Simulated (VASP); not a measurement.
# Pd (Fm-3m) in VASP: notebook

Pd is run at these levels: r2SCAN; tasks: single point, relaxation of cell and atoms.

Program: VASP 6.6.1. These are calculated values, not measurements. Logs are shortened: lines on timing, memory, paths and dates and some standing lists are left out, and cuts for length are marked.

**1. The cell of the first run**

Symmetry: Fm-3m, No. 225, cubic system. The conventional cell has a = 3.904 Å, b = 3.904 Å, c = 3.904 Å, α = 90.00°, β = 90.00°, γ = 90.00°. Within 3.6 Å of Pd (site symmetry m-3m) lie 12 Pd at 2.76 Å.

**2. Single point, r2SCAN**

Input file POSCAR:

```
Pd
1.0
    0.0000000000      1.9518539144      1.9518539144
    1.9518539144      0.0000000000      1.9518539144
    1.9518539144      1.9518539144      0.0000000000
Pd
1
Direct
    0.0000000000      0.0000000000      0.0000000000
```

Input file INCAR.step1:

```
SYSTEM = Pd
PREC = Accurate ; ENCUT = 520
ISMEAR = 0 ; SIGMA = 0.05
LREAL = .FALSE. ; LASPH = .TRUE.
NELM = 60 ; NBANDS = 11
GGA = PE ; ALGO = Normal
EDIFF = 1E-4 ; LWAVE = .TRUE.
LCHARG = .FALSE.
```

Input file INCAR.step2:

```
SYSTEM = Pd
PREC = Accurate ; ENCUT = 520
EDIFF = 1E-7 ; ISMEAR = 0
SIGMA = 0.05 ; LREAL = .FALSE.
LASPH = .TRUE. ; NELM = 60
ALGO = Normal ; ISIF = 2
LWAVE = .FALSE. ; LCHARG = .FALSE.
METAGGA = R2SCAN ; LMIXTAU = .TRUE.
NBANDS = 11 ; ISTART = 1
```

Input file KPOINTS:

```
regular mesh
0
G
  9 9 9
  0 0 0
```

Potentials or basis: VASP PAW PBE potentials, release 64 (Pd).

Run with:

```sh
$ cat potpaw_PBE.64/Pd/POTCAR > POTCAR
$ cp INCAR.step1 INCAR
$ mpirun -np 1 vasp_std > vasp.out
$ cp INCAR.step2 INCAR
$ mpirun -np 1 vasp_std > vasp.out
```

OUTCAR:

```text
SYSTEM = Pd
   PREC = Accurate
   ENCUT = 520
   EDIFF = 1E-7
   ISMEAR = 0
   LREAL = .FALSE.
   LASPH = .TRUE.
   NELM = 60
   ISIF = 2
   METAGGA = R2SCAN
   ISTART = 1

 ion  position               nearest neighbor table
   1  0.000  0.000  0.000-

  LATTYP: Found a face centered cubic cell.
 ALAT       =     3.9037078288

  Lattice vectors:

 A1 = (   0.0000000000,   1.9518539144,   1.9518539144)
 A2 = (   1.9518539144,   0.0000000000,   1.9518539144)
 A3 = (   1.9518539144,   1.9518539144,   0.0000000000)

Analysis of symmetry for initial positions (statically):
=====================================================================
 Subroutine PRICEL returns:
 Original cell was already a primitive cell.

 Routine SETGRP: Setting up the symmetry group for a
 face centered cubic supercell.

 Subroutine GETGRP returns: Found 48 space group operations
 (whereof 48 operations were pure point group operations)
 out of a pool of 48 trial point group operations.

The static configuration has the point symmetry O_h .

Analysis of symmetry for dynamics (positions and initial velocities):
=====================================================================
 Subroutine PRICEL returns:
 Original cell was already a primitive cell.

 Routine SETGRP: Setting up the symmetry group for a
 face centered cubic supercell.

 Subroutine GETGRP returns: Found 48 space group operations
 (whereof 48 operations were pure point group operations)
 out of a pool of 48 trial point group operations.

The dynamic configuration has the point symmetry O_h .

 Subroutine INISYM returns: Found 48 space group operations
 (whereof 48 operations are pure point group operations),
 and found     1 'primitive' translations

----------------------------------------------------------------------------------------

                                     Primitive cell

  volume of cell :      14.8721

  direct lattice vectors                    reciprocal lattice vectors
     0.000000000  1.951853914  1.951853914    -0.256166712  0.256166712  0.256166712
     1.951853914  0.000000000  1.951853914     0.256166712 -0.256166712  0.256166712
     1.951853914  1.951853914  0.000000000     0.256166712  0.256166712 -0.256166712

  length of vectors
     2.760338278  2.760338278  2.760338278     0.443693761  0.443693761  0.443693761

  position of ions in fractional coordinates (direct lattice)
     0.000000000  0.000000000  0.000000000

  ion indices of the primitive-cell ions
   primitive index   ion index
                 1           1

[... 77 lines left out ...]
   ISIF   =      2    stress and relaxation
   ISYM   =      2    0-nonsym 1-usesym 2-fastsym
   POTIM  = 0.5000    time-step for ionic-motion
   TEBEG  =    0.0;   TEEND  =   0.0 temperature during run
   PSTRESS=    0.0 pullay stress
   NELECT =      10.0000    total number of electrons
   NUPDOWN=      -1.0000    fix difference up-down
   EMIN   =  10.00;   EMAX   =-10.00  energy-range for DOS
   EFERMI =   0.00;   METHOD = LEGACY
   ISMEAR =     0;   SIGMA  =   0.05  broadening in eV -4-tet -1-fermi 0-gaus
   EFERMI_NEDOS =   21; number of points for ismear=-14 and -15
   IALGO  =     38    algorithm
   IMIX   =      4    mixing-type and parameters
     AMIX     =   0.40;   BMIX     =  1.00
     AMIX_MAG =   1.60;   BMIX_MAG =  1.00
  volume/ion in A,a.u.               =      14.87       100.36
  Fermi-wavevector in a.u.,A,eV,Ry     =   1.434226  2.710294 27.987233  2.057004
  Thomas-Fermi vector in A             =   2.553658
   LORBIT       =      0    0 simple, 1 ext, 2 COOP (PROOUT), +10 PAW based schemes
   METAGGA = R2SCAN    functional components
   LHFCALC =     F    Hartree Fock is set to
   AEXX    =    0.0000 exact exchange contribution
   IVDW    =     0    specifies the selected vdW correction
   LEPSILON=     F    determine dielectric tensor
   LRPA    =     F    only Hartree local field effects (RPA)
 non-spin polarized calculation
 Gauss-broadening in eV      SIGMA  =   0.05
  energy-cutoff  :      520.00
  volume of cell :       14.87
 maximum number of plane-waves:       411
 NGX is ok and might be reduce to    24
   NGX = 11   NGY = 11   NGZ = 11

 number of electron       9.9999998 magnetization

 Free energy of the ion-electron system (eV)
  ---------------------------------------------------
  ext. energy  EPLUGINS =         0.00000000
  ---------------------------------------------------
  free energy    TOTEN  =       -22.94928009 eV

  energy without entropy =      -22.94724388  energy(sigma->0) =      -22.94826199

 E-fermi :   9.3929     XC(G=0): -14.0873

 val. band max:        9.3802343232   @ k =   0.4444   0.1111   0.0000
 cond. band min:       9.4418654146   @ k =  -0.4444   0.3333   0.0000
 fundamental gap:      0.0616310914
 Fermi energy:         9.3928807931

 k-point     1 :       0.0000    0.0000    0.0000
  band No.  band energies     occupation
      1       2.3346      2.00000
      2       6.5581      2.00000
      3       6.5581      2.00000
      4       6.5581      2.00000
      5       8.1420      2.00000
      6       8.1420      2.00000
      7      27.4885      0.00000
      8      31.8280      0.00000
      9      32.4347      0.00000
     10      32.4347      0.00000
     11      32.4347      0.00000
[... 309 lines left out ...]
 k-point    24 :       0.4444    0.4444    0.0000
  band No.  band energies     occupation
      1       4.0528      2.00000
      2       4.3027      2.00000
      3       9.2942      1.99474
      4       9.5959      0.00000
      5       9.5959      0.00000
      6      12.3830      0.00000
      7      21.5893      0.00000
      8      23.6569      0.00000
      9      23.6569      0.00000
     10      31.2943      0.00000
     11      31.7178      0.00000

 [... further k-points ...]
[... 5 lines left out ...]
  --------------------------------------------------------------------------------------
  -------------------------------------------------------------------------------------
  Total        0.0622155      0.0622155      0.0622155      0.0000000      0.0000000     -0.0000000
  in kB        6.7025063      6.7025063      6.7025063      0.0000000      0.0000000     -0.0000000
  external PRESSURE =       6.7025063 kB  Pullay stress =       0.0000000 kB

 VOLUME and BASIS-vectors are now :
 -----------------------------------------------------------------------------
  energy-cutoff  :      520.00
  volume of cell :       14.87
      direct lattice vectors                 reciprocal lattice vectors
     0.000000000  1.951853914  1.951853914    -0.256166712  0.256166712  0.256166712
     1.951853914  0.000000000  1.951853914     0.256166712 -0.256166712  0.256166712
     1.951853914  1.951853914  0.000000000     0.256166712  0.256166712 -0.256166712

 POSITION                                       TOTAL-FORCE (eV/Angst)
 -----------------------------------------------------------------------------------
      0.00000      0.00000      0.00000         0.000000      0.000000     -0.000000
 -----------------------------------------------------------------------------------
    total drift:                                0.000000     -0.000000     -0.000000

  FREE ENERGIE OF THE ION-ELECTRON SYSTEM (eV)
  ---------------------------------------------------
  free  energy   TOTEN  =       -22.9492800934 eV

  energy  without entropy=      -22.9472438843  energy(sigma->0) =      -22.94826199
```

It took 51 s on 1 thread of AMD EPYC 7R13, shared host; peak memory 0.11 GiB.

What came out:

```
Free energy            : -22.9493 eV
Pressure               : 0.7 GPa
Band gap on the k mesh : zero (bands 5 and 6 overlap by 1.56 eV)
```

Levels at points of the mesh, in eV from the Fermi level:
```
           k point  band 1  band 2  band 3  band 4  band 5  band 6  band 7  band 8  band 9  band 10
(0.00, 0.00, 0.00)   -7.06   -2.83   -2.83   -2.83   -1.25   -1.25   18.10   22.44   23.04    23.04
```

Caveat: the PAW data sets were made with another functional, which shifts forces and pressure a little.

**3. Relaxation of cell and atoms, r2SCAN**

This run uses another cell than the first one, of 14.75 Å³/atom.

Input file POSCAR:

```
Pd
1.0
    0.0000000000      1.9465000000      1.9465000000
    1.9465000000      0.0000000000      1.9465000000
    1.9465000000      1.9465000000      0.0000000000
Pd
1
Direct
    0.0000000000      0.0000000000      0.0000000000
```

Input file INCAR.step1:

```
PREC     = Accurate       # precision mode
ENCUT    = 600            # plane-wave cutoff, eV
ISMEAR   = 0              # smearing method
SIGMA    = 0.05           # smearing width, eV
LREAL    = F              # projectors in reciprocal space
LASPH    = T              # aspherical terms in the spheres
NELM     = 100            # most SCF steps
GGA      = PE             # functional
ALGO     = Normal         # electronic algorithm
EDIFF    = 1E-4           # SCF threshold, eV
LWAVE    = T              # write WAVECAR
LCHARG   = F              # write CHGCAR
```

Input file INCAR.step2:

```
PREC     = Accurate       # precision mode
ENCUT    = 600            # plane-wave cutoff, eV
EDIFF    = 1E-6           # SCF threshold, eV
ISMEAR   = 0              # smearing method
SIGMA    = 0.05           # smearing width, eV
LREAL    = F              # projectors in reciprocal space
LASPH    = T              # aspherical terms in the spheres
NELM     = 100            # most SCF steps
ALGO     = Normal         # electronic algorithm
ISIF     = 3              # what is computed and relaxed
LWAVE    = F              # write WAVECAR
LCHARG   = F              # write CHGCAR
METAGGA  = R2SCAN         # meta-GGA
LMIXTAU  = T            
IBRION   = 2              # ionic algorithm
NSW      = 80             # ionic steps
EDIFFG   = -0.03          # ionic threshold
ISTART   = 1
```

Input file KPOINTS:

```
regular mesh
0
Gamma
  9 9 9
```

Potentials or basis: VASP PAW PBE potentials, release 64 (Pd).

Run with:

```sh
$ cat potpaw_PBE.64/Pd/POTCAR > POTCAR
$ cp INCAR.step1 INCAR
$ mpirun -np 1 vasp_std > vasp.out
$ cp INCAR.step2 INCAR
$ mpirun -np 1 vasp_std > vasp.out
```

Wall time 1.9 min (1 thread of AMD EPYC 7R13, shared host); peak memory 0.12 GiB.

Results (log left out):

- Free energy: -22.9487 eV
- Relaxed volume: 14.92 Å³/atom
- Relaxed cell: a = 2.763 Å, b = 2.763 Å, c = 2.763 Å, α = 60.00°, β = 60.00°, γ = 60.00°
- Space group after relaxing (to 0.1 Å): Fm-3m (No. 225)
- Energy gained by relaxing: 1.2 meV/atom
- Ionic steps: 3
- Pressure after relaxing: 0.0 GPa
- Band gap on the k mesh: zero (bands 5 and 6 overlap by 1.55 eV)

The path:
```
step  energy change (eV)  largest force (eV/Å)  pressure (GPa)  volume (Å³)
   1              0.0000                0.0000            2.30        14.75
   2              0.0019                0.0000           -3.41        15.21
   3             -0.0012                0.0000            0.05        14.92
```

Final structure:
```cif
data_structure
_symmetry_space_group_name_H-M 'P 1'
_symmetry_Int_Tables_number 1
_cell_length_a 2.7634
_cell_length_b 2.7634
_cell_length_c 2.7634
_cell_angle_alpha 60.000
_cell_angle_beta 60.000
_cell_angle_gamma 60.000
_cell_volume 14.92
loop_
_atom_site_label
_atom_site_type_symbol
_atom_site_fract_x
_atom_site_fract_y
_atom_site_fract_z
_atom_site_occupancy
Pd1 Pd 0.00000 0.00000 0.00000 1
```

Levels at points of the mesh, in eV from the Fermi level:
```csv
k point,band 3,band 4,band 5,band 6,band 7,band 8
"(0.00, 0.00, 0.00)",-2.82,-2.82,-1.24,-1.24,18.09,22.45
```

Caveat: the PAW data sets were made with another functional, which shifts forces and pressure a little. Zero-point motion and thermal expansion aren't in these numbers.

The gap in the log of VASP goes by the Fermi energy; the results here count the filled bands.